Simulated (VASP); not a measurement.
# C (R-3m) in VASP: further runs

Runs on C. Level: PBE+D3(BJ). Tasks: single point, relaxation of shape and atoms at fixed volume.

Program: VASP 6.6.1. These are calculated values, not measurements. Logs are shortened: lines on timing, memory, paths and dates and some standing lists are left out, and cuts for length are marked.

## (1) The cell of the first run

It takes space group R-3m (No. 166, trigonal). Conventional cell: a = 2.464 Å, b = 2.464 Å, c = 9.859 Å, α = 90.00°, β = 90.00°, γ = 120.00°. C (site symmetry 3m) has 3 C at 1.42 Å within 1.9 Å.

## (2) Single point, PBE+D3(BJ) (volume scaled by 0.98, then relaxed in part)

The input, INCAR:

```
  PREC = Accurate
  ENCUT = 520
  EDIFF = 1E-6
  ISMEAR = 0
  SIGMA = 0.01
  LREAL = F
  LASPH = T
  NELM = 100
  ALGO = Normal
  ISIF = 2
  LWAVE = F
  LCHARG = F
  GGA = PE
  IVDW = 12
  NBANDS = 11
```

The input, KPOINTS:

```
regular mesh
0
Gamma
  12 12 12
```

The input, POSCAR:

```
C
1.0
    1.2317640168      0.7111592867      3.2864651448
   -1.2317640168      0.7111592867      3.2864651448
    0.0000000000     -1.4223185734      3.2864651448
C
2
Direct
    0.1665707596      0.1665707596      0.1665707596
    0.8334292404      0.8334292404      0.8334292404
```

Potentials or basis: VASP PAW PBE potentials, release 64 (C).

The run is started by

```sh
$ cat potpaw_PBE.64/C/POTCAR > POTCAR
$ mpirun -np 1 vasp_std > vasp.out
```

OUTCAR:

```text
PREC = Accurate
   ENCUT = 520
   EDIFF = 1E-6
   ISMEAR = 0
   LREAL = F
   LASPH = T
   NELM = 100
   ISIF = 2
   GGA = PE
   IVDW = 12
 IVDW          = 12

 ion  position               nearest neighbor table
   1  0.167  0.167  0.167-   2 1.42   2 1.42   2 1.42
   2  0.833  0.833  0.833-   1 1.42   1 1.42   1 1.42

  LATTYP: Found a trigonal (rhomboedric) cell.
 ALAT       =     3.5810394123
 COS(alpha) =     0.7633716257

  Lattice vectors:

 A1 = (   1.2317640168,   0.7111592867,   3.2864651448)
 A2 = (  -1.2317640168,   0.7111592867,   3.2864651448)
 A3 = (   0.0000000000,  -1.4223185734,   3.2864651448)

Analysis of symmetry for initial positions (statically):
=====================================================================
 Subroutine PRICEL returns:
 Original cell was already a primitive cell.

 Routine SETGRP: Setting up the symmetry group for a
 trigonal (rhombohedral) supercell.

 Subroutine GETGRP returns: Found 12 space group operations
 (whereof 12 operations were pure point group operations)
 out of a pool of 12 trial point group operations.

The static configuration has the point symmetry D_3d.

Analysis of symmetry for dynamics (positions and initial velocities):
=====================================================================
 Subroutine PRICEL returns:
 Original cell was already a primitive cell.

 Routine SETGRP: Setting up the symmetry group for a
 trigonal (rhombohedral) supercell.

 Subroutine GETGRP returns: Found 12 space group operations
 (whereof 12 operations were pure point group operations)
 out of a pool of 12 trial point group operations.

The dynamic configuration has the point symmetry D_3d.

 Subroutine INISYM returns: Found 12 space group operations
 (whereof 12 operations are pure point group operations),
 and found     1 'primitive' translations

----------------------------------------------------------------------------------------

                                     Primitive cell

  volume of cell :      17.2733

  direct lattice vectors                    reciprocal lattice vectors
     1.231764017  0.711159287  3.286465145     0.405921908  0.234359123  0.101426097
    -1.231764017  0.711159287  3.286465145    -0.405921908  0.234359123  0.101426097
     0.000000000 -1.422318573  3.286465145     0.000000000 -0.468718246  0.101426097

  length of vectors
     3.581039412  3.581039412  3.581039412     0.479566520  0.479566520  0.479566520

  position of ions in fractional coordinates (direct lattice)
     0.166570760  0.166570760  0.166570760
     0.833429240  0.833429240  0.833429240

  ion indices of the primitive-cell ions
   primitive index   ion index
                 1           1
                 2           2

----------------------------------------------------------------------------------------

 KPOINTS: regular mesh

Automatic generation of k-mesh.
 Grid dimensions read from file:
 generate k-points for:   12   12   12

 Generating k-lattice:

  Cartesian coordinates                     Fractional coordinates (reciprocal lattice)
     0.033826826  0.019529927  0.008452175     0.083333333 -0.000000000 -0.000000000
    -0.033826826  0.019529927  0.008452175    -0.000000000  0.083333333 -0.000000000
     0.000000000 -0.039059854  0.008452175    -0.000000000 -0.000000000  0.083333333

  Length of vectors
     0.039963877  0.039963877  0.039963877

  Shift w.r.t. Gamma in fractional coordinates (k-lattice)
     0.000000000  0.000000000  0.000000000

 Subroutine IBZKPT returns following result:
 ===========================================

 Found    189 irreducible k-points:

 Following reciprocal coordinates:
            Coordinates               Weight
  0.000000  0.000000  0.000000      1.000000
  0.083333 -0.000000 -0.000000      6.000000
  0.166667  0.000000 -0.000000      6.000000
  0.250000 -0.000000 -0.000000      6.000000
  0.333333 -0.000000  0.000000      6.000000
  0.416667  0.000000 -0.000000      6.000000
[... 16 lines left out ...]
  0.500000  0.166667 -0.000000     12.000000
 -0.416667  0.166667  0.000000     12.000000
 [... further k-points ...]
   k-points           NKPTS =    189   k-points in BZ     NKDIM =    189   number of bands    NBANDS=     11
   number of dos      NEDOS =    301   number of ions     NIONS =      2
   total plane-waves  NPLWV =  21952
   dimension x,y,z NGX =    28 NGY =   28 NGZ =   28
   dimension x,y,z NGXF=    56 NGYF=   56 NGZF=   56
   ions per type =               2
   NGX,Y,Z   is equivalent  to a cutoff of  13.00, 13.00, 13.00 a.u.
   NGXF,Y,Z  is equivalent  to a cutoff of  26.00, 26.00, 26.00 a.u.
 SYSTEM =  unknown system
   PREC   = accura    normal or accurate (medium, high low for compatibility)
   ISTART =      0    job   : 0-new  1-cont  2-samecut
   ICHARG =      2    charge: 1-file 2-atom 10-const
   ISPIN  =      1    spin polarized calculation?
   LNONCOLLINEAR =      F non collinear calculations
   LSORBIT =      F    spin-orbit coupling
   LASPH  =      T    aspherical Exc in radial PAW
   ENCUT  =  520.0 eV  38.22 Ry    6.18 a.u.   6.66  6.66  6.66*2*pi/ulx,y,z
   NELM   =    100;   NELMIN=  2; NELMDL= -5     # of ELM steps
   EDIFF  = 0.1E-05   stopping-criterion for ELM
   LREAL  =      F    real-space projection
   EDIFFG = 0.1E-04   stopping-criterion for IOM
   NSW    =      0    number of steps for IOM
   IBRION =     -1    ionic relax: 0-MD 1-quasi-New 2-CG
   NFREE  =      0    steps in history (QN), initial steepest desc. (CG)
   ISIF   =      2    stress and relaxation
   ISYM   =      2    0-nonsym 1-usesym 2-fastsym
   POTIM  = 0.5000    time-step for ionic-motion
   TEBEG  =    0.0;   TEEND  =   0.0 temperature during run
   PSTRESS=    0.0 pullay stress
   NELECT =       8.0000    total number of electrons
   NUPDOWN=      -1.0000    fix difference up-down
   EMIN   =  10.00;   EMAX   =-10.00  energy-range for DOS
   EFERMI =   0.00;   METHOD = LEGACY
   ISMEAR =     0;   SIGMA  =   0.01  broadening in eV -4-tet -1-fermi 0-gaus
   EFERMI_NEDOS =   21; number of points for ismear=-14 and -15
   IALGO  =     38    algorithm
   IMIX   =      4    mixing-type and parameters
     AMIX     =   0.40;   BMIX     =  1.00
     AMIX_MAG =   1.60;   BMIX_MAG =  1.00
  volume/ion in A,a.u.               =       8.64        58.28
  Fermi-wavevector in a.u.,A,eV,Ry     =   1.266621  2.393566 21.828209  1.604328
  Thomas-Fermi vector in A             =   2.399812
   LORBIT       =      0    0 simple, 1 ext, 2 COOP (PROOUT), +10 PAW based schemes
   GGA     = PE    functional components
   LHFCALC =     F    Hartree Fock is set to
   AEXX    =    0.0000 exact exchange contribution
   IVDW    =    12    specifies the selected vdW correction
   LEPSILON=     F    determine dielectric tensor
   LRPA    =     F    only Hartree local field effects (RPA)
 non-spin polarized calculation
 Gauss-broadening in eV      SIGMA  =   0.01
  energy-cutoff  :      520.00
  volume of cell :       17.27
 maximum number of plane-waves:       477
   NGX = 13   NGY = 13   NGZ = 13

 number of electron       8.0000000 magnetization

 Free energy of the ion-electron system (eV)
  ---------------------------------------------------
  ext. energy  EPLUGINS =         0.00000000
  ---------------------------------------------------
  free energy    TOTEN  =       -18.41284425 eV

  energy without entropy =      -18.41284425  energy(sigma->0) =      -18.41284425

 E-fermi :   4.6935     XC(G=0): -10.4705

 val. band max:        4.5067909292   @ k =  -0.3333   0.3333   0.0000
 cond. band min:       5.2416440298   @ k =  -0.3333   0.3333   0.0000
 fundamental gap:      0.7348531007
 Fermi energy:         4.6935214517

 k-point     1 :       0.0000    0.0000    0.0000
  band No.  band energies     occupation
      1     -14.8176      2.00000
      2      -1.5637      2.00000
      3       1.8795      2.00000
      4       1.8795      2.00000
      5       9.3309      0.00000
      6      13.2654      0.00000
      7      13.2654      0.00000
      8      16.2336      0.00000
      9      17.5815      0.00000
     10      27.6613      0.00000
     11      31.2580      0.00000

 k-point     2 :       0.0833   -0.0000   -0.0000
  band No.  band energies     occupation
      1     -14.6492      2.00000
      2      -1.3970      2.00000
      3       1.2281      2.00000
      4       1.5427      2.00000
      5       9.5699      0.00000
      6      13.3484      0.00000
      7      13.9594      0.00000
      8      15.6547      0.00000
      9      17.8833      0.00000
     10      28.1788      0.00000
     11      29.5527      0.00000

 k-point     3 :       0.1667    0.0000   -0.0000
  band No.  band energies     occupation
      1     -14.1457      2.00000
      2      -0.9001      2.00000
      3      -0.4145      2.00000
      4       0.7539      2.00000
      5      10.2826      0.00000
      6      13.3353      0.00000
      7      14.1446      0.00000
      8      15.8012      0.00000
      9      18.8306      0.00000
     10      26.6994      0.00000
     11      28.7088      0.00000

 k-point     4 :       0.2500   -0.0000   -0.0000
  band No.  band energies     occupation
      1     -13.3139      2.00000
      2      -2.5262      2.00000
      3      -0.1222      2.00000
      4      -0.0847      2.00000
      5      11.3996      0.00000
      6      12.1022      0.00000
      7      13.1659      0.00000
      8      18.3506      0.00000
      9      20.1086      0.00000
     10      24.5058      0.00000
     11      27.0546      0.00000

 k-point     5 :       0.3333   -0.0000    0.0000
  band No.  band energies     occupation
      1     -12.1681      2.00000
      2      -4.7493      2.00000
      3      -0.8526      2.00000
      4       1.0063      2.00000
      5       9.8382      0.00000
      6      12.6938      0.00000
      7      13.2583      0.00000
      8      20.5342      0.00000
      9      21.1863      0.00000
     10      23.5946      0.00000
     11      25.8555      0.00000
[... 211 lines left out ...]
 k-point    21 :       0.3333    0.1667   -0.0000
  band No.  band energies     occupation
      1     -12.7725      2.00000
      2      -2.8504      2.00000
      3      -1.5056      2.00000
      4       0.0351      2.00000
      5      11.1212      0.00000
      6      12.9115      0.00000
      7      15.0378      0.00000
      8      16.5325      0.00000
      9      21.6945      0.00000
     10      22.6403      0.00000
     11      28.3970      0.00000

 k-point    22 :       0.4167    0.1667   -0.0000
  band No.  band energies     occupation
      1     -11.6336      2.00000
      2      -4.6282      2.00000
      3      -2.5357      2.00000
      4       1.1030      2.00000
      5       9.3574      0.00000
      6      14.4000      0.00000
      7      15.4632      0.00000
      8      17.6883      0.00000
      9      20.2795      0.00000
     10      23.8559      0.00000
     11      27.1091      0.00000

 k-point    23 :       0.5000    0.1667   -0.0000
  band No.  band energies     occupation
      1     -10.2285      2.00000
      2      -6.5766      2.00000
      3      -3.1031      2.00000
      4       2.3928      2.00000
      5       7.6444      0.00000
      6      15.1436      0.00000
      7      15.9101      0.00000
      8      18.3586      0.00000
      9      20.0526      0.00000
     10      23.5029      0.00000
     11      27.9792      0.00000

 k-point    24 :      -0.4167    0.1667    0.0000
  band No.  band energies     occupation
      1      -9.0218      2.00000
      2      -7.9888      2.00000
      3      -3.2894      2.00000
      4       3.4344      2.00000
      5       6.5132      0.00000
      6      15.0989      0.00000
      7      16.3119      0.00000
      8      17.5265      0.00000
      9      20.6496      0.00000
     10      24.0443      0.00000
     11      28.1641      0.00000

 [... further k-points ...]

------------------------ aborting loop because EDIFF is reached ----------------------------------------

 Edisp (eV)   -0.32049

 E8    (eV) :    -0.0911

  FORCE on cell =-STRESS in cart. coord.  units (eV):
  Direction    XX          YY          ZZ          XY          YZ          ZX
  --------------------------------------------------------------------------------------
  -------------------------------------------------------------------------------------
  Total       0.16135     0.16135     0.07401     0.00000     0.00000     0.00000
  in kB      14.96584    14.96584     6.86505     0.00000     0.00000     0.00000
  external pressure =       12.27 kB  Pullay stress =        0.00 kB

 VOLUME and BASIS-vectors are now :
 -----------------------------------------------------------------------------
  energy-cutoff  :      520.00
  volume of cell :       17.27
      direct lattice vectors                 reciprocal lattice vectors
     1.231764017  0.711159287  3.286465145     0.405921908  0.234359123  0.101426097
    -1.231764017  0.711159287  3.286465145    -0.405921908  0.234359123  0.101426097
     0.000000000 -1.422318573  3.286465145     0.000000000 -0.468718246  0.101426097

 POSITION                                       TOTAL-FORCE (eV/Angst)
 -----------------------------------------------------------------------------------
      0.00000      0.00000      1.64229         0.000000      0.000000     -0.000461
      0.00000      0.00000      8.21711         0.000000     -0.000000      0.000461
 -----------------------------------------------------------------------------------
    total drift:                                0.000000     -0.000000      0.000000

  FREE ENERGIE OF THE ION-ELECTRON SYSTEM (eV)
  ---------------------------------------------------
  free  energy   TOTEN  =       -18.7333299985 eV

  energy  without entropy=      -18.7333299985  energy(sigma->0) =      -18.73333000
```

Wall time 51 s (1 thread of Intel Xeon Platinum 8259CL at 2.50GHz (Skylake/Cascade Lake), shared host); peak memory 0.18 GiB.

What came out:

| Quantity | Value |
| --- | --- |
| Free energy | -18.7333 eV |
| Pressure | 1.2 GPa |
| Band gap on the k mesh | 0.73 eV, direct |
| Dispersion energy per atom | -0.160 eV |

Levels at points of the mesh, in eV from the valence-band top:
| k point | band 1 | band 2 | band 3 | band 4 | band 5 | band 6 | band 7 | band 8 | band 9 |
| --- | --- | --- | --- | --- | --- | --- | --- | --- | --- |
| (0.00, 0.00, 0.00) | -19.32 | -6.07 | -2.63 | -2.63 | 4.82 | 8.76 | 8.76 | 11.73 | 13.07 |
| (0.50, 0.00, 0.00) | -13.96 | -12.91 | -5.99 | -1.58 | 2.41 | 8.02 | 12.38 | 13.07 | 19.03 |
| (0.50, 0.50, 0.00) | -13.83 | -12.81 | -6.06 | -2.39 | 1.65 | 7.56 | 13.80 | 15.87 | 20.25 |
| (0.50, 0.50, 0.50) | -18.97 | -8.25 | -2.65 | -2.65 | 8.70 | 8.70 | 11.44 | 11.98 | 12.83 |

Caveat: the cell differs from its parent crystal (volume scaled by 0.98, then relaxed in part).

## (3) Single point, PBE+D3(BJ)

This run uses another cell than the first one, of 8.81 Å³/atom, 1.020 times its volume.

The input, INCAR:

```
ALGO = Normal
EDIFF = 1E-6
ENCUT = 520
GGA = PE
ISIF = 2
ISMEAR = 0
IVDW = 12
LASPH = True
LCHARG = False
LREAL = False
LWAVE = False
NBANDS = 11
NELM = 80
PREC = Accurate
SIGMA = 0.01
```

The input, KPOINTS:

```
k-points
0
Gamma
  12 12 12
```

The input, POSCAR:

```
C
1.0
    1.2325275279      0.7116001000      3.3493823342
   -1.2325275279      0.7116001000      3.3493823342
    0.0000000000     -1.4232002000      3.3493823342
C
2
Direct
    0.1665844938      0.1665844938      0.1665844938
    0.8334155062      0.8334155062      0.8334155062
```

Potentials or basis: VASP PAW PBE potentials, release 64 (C).

The run is started by

```sh
$ cat potpaw_PBE.64/C/POTCAR > POTCAR
$ mpirun -np 1 vasp_std > vasp.out
```

It took 54 s on 1 thread of Intel Xeon Platinum 8259CL at 2.50GHz (Skylake/Cascade Lake), shared host; peak memory 0.17 GiB.

It converged, with:

```yaml
Free_energy: -18.7344 eV
Pressure: 0.4 GPa
Band_gap_on_the_k_mesh: 0.66 eV, direct
Dispersion_energy_per_atom: -0.157 eV
```

Stress tensor (GPa, compression positive):
```
 0.71  0.00  0.00
 0.00  0.71  0.00
 0.00  0.00 -0.09
```

Levels at points of the mesh, in eV from the valence-band top:
| k point | band 2 | band 3 | band 4 | band 5 | band 6 | band 7 |
| --- | --- | --- | --- | --- | --- | --- |
| (0.00, 0.00, 0.00) | -6.21 | -2.67 | -2.67 | 4.63 | 8.70 | 8.70 |
| (0.50, 0.00, 0.00) | -12.93 | -6.03 | -1.65 | 2.34 | 7.93 | 12.22 |
| (0.50, 0.50, 0.00) | -12.85 | -6.09 | -2.38 | 1.65 | 7.53 | 13.60 |
| (0.50, 0.50, 0.50) | -8.19 | -2.69 | -2.69 | 8.65 | 8.65 | 10.93 |

## (4) Single point, PBE+D3(BJ)

This run uses another cell than the first one, of 8.81 Å³/atom, 1.020 times its volume.

The input, INCAR:

```
SYSTEM = C
PREC = Accurate
ENCUT = 520
EDIFF = 1E-7
ISMEAR = 0
SIGMA = 0.02
LREAL = .False.
LASPH = .True.
NELM = 80
ALGO = Normal
ISIF = 2
LWAVE = .False.
LCHARG = .False.
GGA = PE
IVDW = 12
NBANDS = 11
```

The input, KPOINTS:

```
Automatic mesh
0
Gamma
  12 12 12
  0 0 0
```

POSCAR is that of step 3.

The run is started by

```sh
$ cat potpaw_PBE.64/C/POTCAR > POTCAR
$ mpirun -np 1 vasp_std > vasp.out
```

It took 58 s on 1 thread of Intel Xeon Platinum 8259CL at 2.50GHz (Skylake/Cascade Lake), shared host; peak memory 0.18 GiB.

Results (log left out):

```yaml
Free_energy: -18.7344 eV
Pressure: 0.5 GPa
Band_gap_on_the_k_mesh: 0.66 eV, direct
Dispersion_energy_per_atom: -0.157 eV
```

Stress tensor (GPa, compression positive):
```
 0.72  0.00  0.00
 0.00  0.72  0.00
 0.00  0.00 -0.05
```

Levels at points of the mesh, in eV from the valence-band top:
```csv
k point,band 2,band 3,band 4,band 5,band 6,band 7
"(0.00, 0.00, 0.00)",-6.21,-2.67,-2.67,4.63,8.70,8.70
"(0.50, 0.00, 0.00)",-12.93,-6.03,-1.66,2.34,7.93,12.22
"(0.50, 0.50, 0.00)",-12.85,-6.09,-2.38,1.65,7.53,13.60
"(0.50, 0.50, 0.50)",-8.19,-2.69,-2.69,8.65,8.65,10.93
```

## (5) Single point, PBE+D3(BJ) (volume scaled by 1.02, then relaxed in part)

The input, INCAR:

```
  PREC = Accurate
  ENCUT = 520
  EDIFF = 1E-7
  ISMEAR = 0
  SIGMA = 0.01
  LREAL = False
  LASPH = True
  NELM = 100
  ALGO = Normal
  ISIF = 2
  LWAVE = False
  LCHARG = False
  GGA = PE
  IVDW = 12
  NBANDS = 11
```

The input, KPOINTS:

```
regular mesh
0
Gamma
  12 12 12
```

The input, POSCAR:

```
C
1.0
    1.2331470264      0.7119577676      3.4129382659
   -1.2331470264      0.7119577676      3.4129382659
    0.0000000000     -1.4239155353      3.4129382659
C
2
Direct
    0.1665964950      0.1665964950      0.1665964950
    0.8334035050      0.8334035050      0.8334035050
```

The run is started by

```sh
$ cat potpaw_PBE.64/C/POTCAR > POTCAR
$ mpirun -np 1 vasp_std > vasp.out
```

Wall time 62 s (1 thread of Intel Xeon Platinum 8259CL at 2.50GHz (Skylake/Cascade Lake), shared host); peak memory 0.18 GiB.

It converged, with:

```
Free energy                : -18.7339 eV
Pressure                   : -0.1 GPa
Band gap on the k mesh     : 0.59 eV, direct
Dispersion energy per atom : -0.153 eV
```

Stress tensor (GPa, compression positive):
```
 0.12  0.00  0.00
 0.00  0.12  0.00
 0.00  0.00 -0.66
```

Levels at points of the mesh, in eV from the valence-band top:
| k point | band 2 | band 3 | band 4 | band 5 | band 6 | band 7 |
| --- | --- | --- | --- | --- | --- | --- |
| (0.00, 0.00, 0.00) | -6.34 | -2.71 | -2.71 | 4.45 | 8.65 | 8.65 |
| (0.50, 0.00, 0.00) | -12.95 | -6.07 | -1.73 | 2.28 | 7.85 | 12.08 |
| (0.50, 0.50, 0.00) | -12.88 | -6.12 | -2.38 | 1.64 | 7.51 | 13.42 |
| (0.50, 0.50, 0.50) | -8.14 | -2.73 | -2.73 | 8.60 | 8.60 | 10.46 |

Caveat: the cell differs from its parent crystal (volume scaled by 1.02, then relaxed in part).

[end of part 1 of 2]
